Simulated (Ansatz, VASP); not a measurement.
**Two plane-wave programs on SnO2**

POSCAR

```
SnO2
1.0
    4.7380000000      0.0000000000      0.0000000000
    0.0000000000      4.7380000000      0.0000000000
    0.0000000000      0.0000000000      3.1865000000
Sn O
2 4
Direct
    0.5000000000      0.5000000000      0.5000000000
    0.0000000000      0.0000000000      0.0000000000
    0.8071000000      0.1929000000      0.5000000000
    0.6929000000      0.6929000000      0.0000000000
    0.1929000000      0.8071000000      0.5000000000
    0.3071000000      0.3071000000      0.0000000000
```

INCAR.step1

```
  PREC = Accurate
  ENCUT = 520
  ISMEAR = -1
  SIGMA = 0.05
  LREAL = False
  LASPH = True
  NELM = 80
  NBANDS = 35
  GGA = PE
  ALGO = Normal
  EDIFF = 1E-4
  LWAVE = True
  LCHARG = False
```

INCAR.step2

```
  PREC = Accurate
  ENCUT = 520
  EDIFF = 1E-6
  ISMEAR = -1
  SIGMA = 0.05
  LREAL = False
  LASPH = True
  NELM = 80
  ALGO = Normal
  ISIF = 2
  LWAVE = False
  LCHARG = True
  METAGGA = R2SCAN
  LMIXTAU = True
  LELF = True
  LVHAR = True
  NBANDS = 35
  ISTART = 1
```

Contents of KPOINTS:

```
Automatic mesh
0
Gamma
  6 6 8
```

File input.yaml:

```yaml
crystal:
  lattice:
    - [4.738, 0.0, 0.0]
    - [0.0, 4.738, 0.0]
    - [0.0, 0.0, 3.1865]
  atoms:
    - { symbol: Sn, position: [0.5, 0.5, 0.5] }
    - { symbol: Sn, position: [0.0, 0.0, 0.0] }
    - { symbol: O, position: [0.8071, 0.1929, 0.5] }
    - { symbol: O, position: [0.6929, 0.6929, 0.0] }
    - { symbol: O, position: [0.1929, 0.8071, 0.5] }
    - { symbol: O, position: [0.3071, 0.3071, 0.0] }
hamiltonian:
  xc: r2scan
  pseudopotentials: { kind: paw }
kpoints:
  mp_grid: { grid: [6, 6, 8] }
  band_path:
    path:
      - [[0.0, 0.0, 0.0], [0.0, 0.5, 0.0], [0.5, 0.5, 0.0], [0.0, 0.0, 0.0], [0.0, 0.0, 0.5], [0.0, 0.5, 0.5], [0.5, 0.5, 0.5], [0.0, 0.0, 0.5]]
      - [[0.0, 0.5, 0.0], [0.0, 0.5, 0.5]]
      - [[0.5, 0.5, 0.0], [0.5, 0.5, 0.5]]
    npoints: 14
scf:
  occupations: { method: fermi_dirac, width: 0.05 }
  n_extra_bands: 15
output:
  forces: true
  stress: true
  eigenvalues: true
  fatbands: false
```

Alike in both runs: functional r2SCAN; k mesh 6 × 6 × 8; occupations fermi-dirac, width 0.05 eV; no spin polarisation.

```csv
,VASP,Ansatz
version,VASP 6.6.1,Ansatz 0.2.0
potentials or method,"VASP PAW PBE potentials, release 64 (Sn_d, O)",Ansatz PAW
plane-wave cutoff (eV),520,500
valence electrons in the cell,52,52
task,single point,band structure
```

|  | VASP | Ansatz | Ansatz less VASP |
| --- | --- | --- | --- |
| gap on the k mesh at the Fermi level (eV) | 1.99 | 1.96 | -0.028 |
| least direct gap on the mesh (eV) | 1.99 | 1.96 | -0.028 |
| pressure (GPa) | 4.5 | 3.3 | -1.16 |
| traceless stress, the component that is largest in VASP (GPa) | 1.22 | 0.81 | -0.412 |
| rms of the force components (eV/Å) | 0.131 | 0.114 | -0.0163 |

VASP's potentials were made for PBE, not for r2SCAN. Atom by atom the forces differ by 0.016 eV/Å (rms over components).
